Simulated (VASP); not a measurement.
# Ta3Cu (I4/mmm) in VASP: a series of runs, part 2 of 2

VASP 6.6.1.

**4. Relaxation of cell and atoms, PBEsol, target pressure 5 GPa, at which the enthalpy is minimised**

Contents of INCAR:

```
PREC = Accurate ; ENCUT = 600
EDIFF = 1E-6 ; ISMEAR = -1
SIGMA = 0.05 ; LREAL = False
LASPH = True ; NELM = 60
ALGO = Fast ; ISIF = 3
LWAVE = False ; LCHARG = False
GGA = PS ; IBRION = 2
NSW = 60 ; EDIFFG = -0.01
PSTRESS = 50.0
```

Contents of KPOINTS:

```
Automatic mesh
0
Gamma
  9 9 9
```

Contents of POSCAR:

```
Ta3Cu
1.0
   -2.0065070000      2.0065070000      4.2081700000
    2.0065070000     -2.0065070000      4.2081700000
    2.0065070000      2.0065070000     -4.2081700000
Ta Cu
3 1
Direct
    0.5000000000      0.5000000000      0.0000000000
    0.2500000000      0.7500000000      0.5000000000
    0.7500000000      0.2500000000      0.5000000000
    0.0000000000      0.0000000000      0.0000000000
```

Potentials or basis: VASP PAW PBE potentials, release 64 (Ta_pv, Cu).

The run is started by

```
$ cat potpaw_PBE.64/Ta_pv/POTCAR potpaw_PBE.64/Cu/POTCAR > POTCAR
$ mpirun -np 1 vasp_std > vasp.out
```

OUTCAR:

```text
PREC = Accurate
   ENCUT = 600
   EDIFF = 1E-6
   ISMEAR = -1
   LREAL = False
   LASPH = True
   NELM = 60
   ISIF = 3
   GGA = PS
   IBRION = 2
   NSW = 60
   EDIFFG = -0.01
   PSTRESS = 50.0

 ion  position               nearest neighbor table
   1  0.500  0.500  0.000-   4 2.84   4 2.84   4 2.84   4 2.84   3 2.91   2 2.91   3 2.91   3 2.91
                             2 2.91   2 2.91   3 2.91   2 2.91
   2  0.250  0.750  0.500-   3 2.84   3 2.84   3 2.84   3 2.84   4 2.91   1 2.91   4 2.91   1 2.91
                             4 2.91   4 2.91   1 2.91   1 2.91
   3  0.750  0.250  0.500-   2 2.84   2 2.84   2 2.84   2 2.84   4 2.91   1 2.91   4 2.91   4 2.91
                             1 2.91   1 2.91   4 2.91   1 2.91
   4  0.000  0.000  0.000-   1 2.84   1 2.84   1 2.84   1 2.84   3 2.91   2 2.91   3 2.91   2 2.91
                             3 2.91   3 2.91   2 2.91   2 2.91

  LATTYP: Found a body centered tetragonal cell.
 ALAT       =     4.0130140000
 C/A-ratio  =     2.0972615595

  Lattice vectors:

 A1 = (  -2.0065070000,   2.0065070000,   4.2081700000)
 A2 = (   2.0065070000,  -2.0065070000,   4.2081700000)
 A3 = (   2.0065070000,   2.0065070000,  -4.2081700000)

Analysis of symmetry for initial positions (statically):
=====================================================================
 Subroutine PRICEL returns:
 Original cell was already a primitive cell.

 Routine SETGRP: Setting up the symmetry group for a
 body centered tetragonal supercell.

 Subroutine GETGRP returns: Found 16 space group operations
 (whereof 16 operations were pure point group operations)
 out of a pool of 16 trial point group operations.

The static configuration has the point symmetry D_4h.

Analysis of symmetry for dynamics (positions and initial velocities):
=====================================================================
 Subroutine PRICEL returns:
 Original cell was already a primitive cell.

 Routine SETGRP: Setting up the symmetry group for a
 body centered tetragonal supercell.

 Subroutine GETGRP returns: Found 16 space group operations
 (whereof 16 operations were pure point group operations)
 out of a pool of 16 trial point group operations.

The dynamic configuration has the point symmetry D_4h.

 Subroutine INISYM returns: Found 16 space group operations
 (whereof 16 operations are pure point group operations),
 and found     1 'primitive' translations

----------------------------------------------------------------------------------------

                                     Primitive cell

  volume of cell :      67.7696

  direct lattice vectors                    reciprocal lattice vectors
    -2.006507000  2.006507000  4.208170000     0.000000000  0.249189263  0.118816493
     2.006507000 -2.006507000  4.208170000     0.249189263  0.000000000  0.118816493
     2.006507000  2.006507000 -4.208170000     0.249189263  0.249189263  0.000000000

  length of vectors
     5.075513317  5.075513317  5.075513317     0.276066383  0.276066383  0.352406835
[... 91 lines left out ...]
   ISIF   =      3    stress and relaxation
   ISYM   =      2    0-nonsym 1-usesym 2-fastsym
   POTIM  = 0.5000    time-step for ionic-motion
   TEBEG  =    0.0;   TEEND  =   0.0 temperature during run
   PSTRESS=   50.0 pullay stress
   NELECT =      44.0000    total number of electrons
   NUPDOWN=      -1.0000    fix difference up-down
   EMIN   =  10.00;   EMAX   =-10.00  energy-range for DOS
   EFERMI =   0.00;   METHOD = LEGACY
   ISMEAR =    -1;   SIGMA  =   0.05  broadening in eV -4-tet -1-fermi 0-gaus
   EFERMI_NEDOS =   21; number of points for ismear=-14 and -15
   IALGO  =     68    algorithm
   IMIX   =      4    mixing-type and parameters
     AMIX     =   0.40;   BMIX     =  1.00
     AMIX_MAG =   1.60;   BMIX_MAG =  1.00
  volume/ion in A,a.u.               =      16.94       114.33
  Fermi-wavevector in a.u.,A,eV,Ry     =   1.417580  2.678837 27.341349  2.009532
  Thomas-Fermi vector in A             =   2.538795
   LORBIT       =      0    0 simple, 1 ext, 2 COOP (PROOUT), +10 PAW based schemes
   GGA     = PS    functional components
   LHFCALC =     F    Hartree Fock is set to
   AEXX    =    0.0000 exact exchange contribution
   IVDW    =     0    specifies the selected vdW correction
   LEPSILON=     F    determine dielectric tensor
   LRPA    =     F    only Hartree local field effects (RPA)
 conjugate gradient relaxation of ions
 non-spin polarized calculation
 RMM-DIIS sequential band-by-band and
  energy-cutoff  :      600.00
  volume of cell :       67.77
 maximum number of plane-waves:      2284
 NGX is ok and might be reduce to    42
   NGX = 21   NGY = 21   NGZ = 21

--------------------------------------- Ionic step        1  -------------------------------------------

 number of electron      43.9999997 magnetization

 Free energy of the ion-electron system (eV)
  ---------------------------------------------------
  ext. energy  EPLUGINS =         0.00000000
  ---------------------------------------------------
  free energy    TOTEN  =       -41.24715794 eV

  energy without entropy =      -41.21269469  energy(sigma->0) =      -41.22992632

------------------------ aborting loop because EDIFF is reached ----------------------------------------

  FORCE on cell =-STRESS in cart. coord.  units (eV):
  Direction    XX          YY          ZZ          XY          YZ          ZX
  --------------------------------------------------------------------------------------
  -------------------------------------------------------------------------------------
  Total       -2.4425132     -2.4425132     -2.6561275      0.0000000     -0.0000000      0.0000000
  in kB      -57.7447991    -57.7447991    -62.7949731      0.0000000     -0.0000000      0.0000000
  external PRESSURE =    -109.4281905 kB  Pullay stress =      50.0000000 kB
[... 27 lines left out ...]
--------------------------------------- Ionic step        2  -------------------------------------------

 number of electron      44.0000001 magnetization

------------------------ aborting loop EDIFF was not reached (unconverged)  ----------------------------

  FORCE on cell =-STRESS in cart. coord.  units (eV):
  Direction    XX          YY          ZZ          XY          YZ          ZX
  --------------------------------------------------------------------------------------
  -------------------------------------------------------------------------------------
  Total       13.8561908     13.8561908     12.6673386      0.0000000      0.0000000      0.0000000
  in kB      389.1908676    389.1908676    355.7985439      0.0000000      0.0000000      0.0000000
  external PRESSURE =     328.0600930 kB  Pullay stress =      50.0000000 kB
[... 63 lines left out ...]
  energy  without entropy=      -41.2323339977  energy(sigma->0) =      -41.24958858

  enthalpy is  TOTEN    =       -39.2135467478 eV   P V=        2.0532964190

[... ionic steps 4 to 8 ...]

--------------------------------------- Ionic step        9  -------------------------------------------

 number of electron      44.0000007 magnetization

------------------------ aborting loop because EDIFF is reached ----------------------------------------
[... 75 lines left out ...]
--------------------------------------- Ionic step       11  -------------------------------------------

 number of electron      44.0000007 magnetization

 Free energy of the ion-electron system (eV)
  ---------------------------------------------------
  ext. energy  EPLUGINS =         0.00000000
  ---------------------------------------------------
  free energy    TOTEN  =       -41.26534555 eV

  energy without entropy =      -41.23026139  energy(sigma->0) =      -41.24780347

 E-fermi :   6.3538     XC(G=0): -12.9067

 val. band max:        6.3372241939   @ k =  -0.2222   0.3333   0.1111
 cond. band min:       6.3547116783   @ k =  -0.3333  -0.4444   0.1111
 fundamental gap:      0.0174874844
 Fermi energy:         6.3537795146

 k-point     1 :       0.0000    0.0000    0.0000
  band No.  band energies     occupation
      1     -28.2053      2.00000
      2     -28.0211      2.00000
      3     -28.0211      2.00000
      4     -27.7367      2.00000
      5     -27.7367      2.00000
      6     -27.5824      2.00000
[... 685 lines left out ...]
     25       7.4833      0.00000
     26       8.2590      0.00000

 [... further k-points ...]

------------------------ aborting loop because EDIFF is reached ----------------------------------------

  FORCE on cell =-STRESS in cart. coord.  units (eV):
  Direction    XX          YY          ZZ          XY          YZ          ZX
  --------------------------------------------------------------------------------------
  -------------------------------------------------------------------------------------
  Total        1.9893465      1.9893465      1.9813277      0.0000000     -0.0000000      0.0000000
  in kB       49.8084363     49.8084363     49.6076661      0.0000000     -0.0000000      0.0000000
  external PRESSURE =      -0.2584871 kB  Pullay stress =      50.0000000 kB
[... 23 lines left out ...]
  energy  without entropy=      -41.2302613869  energy(sigma->0) =      -41.24780347

  enthalpy is  TOTEN    =       -39.2683480412 eV   P V=        1.9969975138

 reached required accuracy - stopping structural energy minimisation
```

CONTCAR:

```text
Ta3Cu
   1.00000000000000
    -1.9759974814052039    1.9759974814052039    4.0971827682436919
     1.9759974814052039   -1.9759974814052039    4.0971827682436919
     1.9759974814052039    1.9759974814052039   -4.0971827682436919
  Ta              Cu
     3     1
Direct
     0.5000000000000000    0.5000000000000000    1.0000000000000000
     0.2500000000000000    0.7500000000000000    0.5000000000000000
     0.7500000000000000    0.2500000000000000    0.5000000000000000
     0.0000000000000000    0.0000000000000000    1.0000000000000000

  0.00000000E+00  0.00000000E+00  0.00000000E+00
  0.00000000E+00  0.00000000E+00  0.00000000E+00
  0.00000000E+00  0.00000000E+00  0.00000000E+00
  0.00000000E+00  0.00000000E+00  0.00000000E+00
```

It took 54 min on 1 thread of Intel Xeon Platinum 8488C (Sapphire Rapids), shared host; peak memory 0.43 GiB.

What came out:

```
Free energy                                                : -41.2653 eV
Relaxed volume                                             : 16.00 Å³/atom
Relaxed cell                                               : a = 4.959 Å, b = 4.959 Å, c = 4.959 Å, α = 133.04°, β = 133.04°, γ = 68.59°
Space group after relaxing (to 0.1 Å)                      : I4/mmm (No. 139)
Energy change on relaxing (the run minimises the enthalpy) : -4.5 meV/atom
Ionic steps                                                : 11
Pressure after relaxing                                    : 5.0 GPa
Band gap on the k mesh                                     : zero (bands 22 and 23 overlap by 1.49 eV)
```

The path:
| step | energy change (eV) | largest force (eV/Å) | pressure (GPa) | volume (Å³) |
| --- | --- | --- | --- | --- |
| 1 | 0.0000 | 0.0000 | -5.94 | 67.77 |
| 2 | 1.2646 | 0.0000 | 37.81 | 57.04 |
| 3 | -0.0197 | 0.0000 | -0.49 | 65.79 |
| 4 | -0.0261 | 0.0000 | 4.03 | 64.32 |
| 5 | -0.0177 | 0.0000 | 5.11 | 64.02 |
| 6 | -0.0200 | 0.0000 | 4.76 | 64.09 |
| 7 | -0.0205 | 0.0000 | 4.77 | 64.08 |
| 8 | -0.0205 | 0.0000 | 4.77 | 64.07 |
| 9 | -0.0204 | 0.0000 | 4.72 | 64.06 |
| 10 | -0.0105 | 0.0000 | 5.74 | 63.76 |
| 11 | -0.0182 | 0.0000 | 4.97 | 63.99 |

Final structure:
```cif
data_structure
_symmetry_space_group_name_H-M 'P 1'
_symmetry_Int_Tables_number 1
_cell_length_a 4.9594
_cell_length_b 4.9594
_cell_length_c 4.9594
_cell_angle_alpha 133.040
_cell_angle_beta 133.040
_cell_angle_gamma 68.592
_cell_volume 63.99
loop_
_atom_site_label
_atom_site_type_symbol
_atom_site_fract_x
_atom_site_fract_y
_atom_site_fract_z
_atom_site_occupancy
Ta1 Ta 0.50000 0.50000 0.00000 1
Ta2 Ta 0.25000 0.75000 0.50000 1
Ta3 Ta 0.75000 0.25000 0.50000 1
Cu1 Cu 0.00000 0.00000 0.00000 1
```

Levels at points of the mesh, in eV from the Fermi level:
| k point | band 19 | band 20 | band 21 | band 22 | band 23 | band 24 | band 25 | band 26 |
| --- | --- | --- | --- | --- | --- | --- | --- | --- |
| (0.00, 0.00, 0.00) | -1.80 | -1.80 | -0.23 | -0.23 | 0.05 | 2.37 | 2.41 | 2.68 |

Caveat: the cell is relaxed towards a set pressure, so the run minimises the enthalpy, not the energy; the PAW data sets were made with another functional, which shifts forces and pressure a little; spin-orbit coupling is left out, which moves the levels of the heavy elements.

**5. Relaxation of cell and atoms, PBEsol, target pressure 5 GPa, at which the enthalpy is minimised**

Contents of INCAR:

```
  PREC = Accurate
  ENCUT = 600
  EDIFF = 1E-7
  ISMEAR = -1
  SIGMA = 0.05
  LREAL = F
  LASPH = T
  NELM = 80
  ALGO = Normal
  ISIF = 3
  LWAVE = F
  LCHARG = F
  GGA = PS
  IBRION = 2
  NSW = 80
  EDIFFG = -0.02
  PSTRESS = 50.0
```

Contents of KPOINTS:

```
regular mesh
0
Gamma
  9 9 9
```

POSCAR is that of step 4.

The run is started by

```
$ cat potpaw_PBE.64/Ta_pv/POTCAR potpaw_PBE.64/Cu/POTCAR > POTCAR
$ mpirun -np 1 vasp_std > vasp.out
```

It took 17 min on 1 thread of Intel Xeon 6975P-C (Granite Rapids), shared host; peak memory 0.39 GiB.

Results (log left out):

```yaml
Free_energy: -41.2653 eV
Relaxed_volume: 16.00 Å³/atom
Relaxed_cell: a = 4.960 Å, b = 4.960 Å, c = 4.960 Å, α = 133.05°, β = 133.05°, γ = 68.58°
Space_group_after_relaxing_to_0.1_Å: I4/mmm (No. 139)
Energy_change_on_relaxing_the_run_minimises_the_enthalpy: -4.5 meV/atom
Ionic_steps: 9
Pressure_after_relaxing: 5.0 GPa
Band_gap_on_the_k_mesh: zero (bands 22 and 23 overlap by 1.50 eV)
```

Step by step:
```csv
step,energy change (eV),largest force (eV/Å),pressure (GPa),volume (Å³)
1,0.0000,0.0000,-5.99,67.77
2,0.8230,0.0000,36.28,57.00
3,-0.0217,0.0000,4.54,64.15
4,-0.0180,0.0000,4.95,64.03
5,-0.0157,0.0000,5.21,63.96
6,-0.0162,0.0000,5.22,63.95
7,-0.0162,0.0000,5.23,63.93
8,-0.0233,0.0000,4.45,64.16
9,-0.0182,0.0000,4.99,63.99
```

Final structure:
```xyz
4
Lattice="-1.9758 1.9758 4.0978 1.9758 -1.9758 4.0978 1.9758 1.9758 -4.0978" Properties=species:S:1:pos:R:3 pbc="T T T"
Ta    0.0000    0.0000    4.0978
Ta    1.9758    0.0000    2.0489
Ta    0.0000    1.9758    2.0489
Cu    0.0000    0.0000    0.0000
```

Levels at points of the mesh, in eV from the Fermi level:
```tsv
k point	band 18	band 19	band 20	band 21	band 22	band 23	band 24	band 25	band 26
(0.00, 0.00, 0.00)	-2.01	-1.80	-1.80	-0.23	-0.23	0.05	2.41	2.68	2.96
```

Caveat: the cell is relaxed towards a set pressure, so the run minimises the enthalpy, not the energy; the PAW data sets were made with another functional, which shifts forces and pressure a little; spin-orbit coupling is left out, which moves the levels of the heavy elements.

**6. Summary**

| cell | gap on the mesh (eV) | pressure (GPa) |
| --- | --- | --- |
| relaxed | none | 0.0 |
| relaxed to 2 GPa | none | 2.0 |
| relaxed to 5 GPa | none | 5.0 |

Alike in all rows: task relaxation of cell and atoms; level PBEsol; potentials or basis VASP PAW PBE potentials, release 64 (Ta_pv, Cu); no spin polarisation; k mesh 9 × 9 × 9; cutoff (eV) 600; smearing fermi-dirac 0.05 eV.

Caveats: the PAW data sets were made with another functional, which shifts forces and pressure a little; spin-orbit coupling is left out, which moves the levels of the heavy elements; the cell is relaxed towards a set pressure, so the run minimises the enthalpy, not the energy (at least some runs).

Absolute energies hang on the potentials; compare differences alone.

The gap in the log of VASP goes by the Fermi energy; the results here count the filled bands.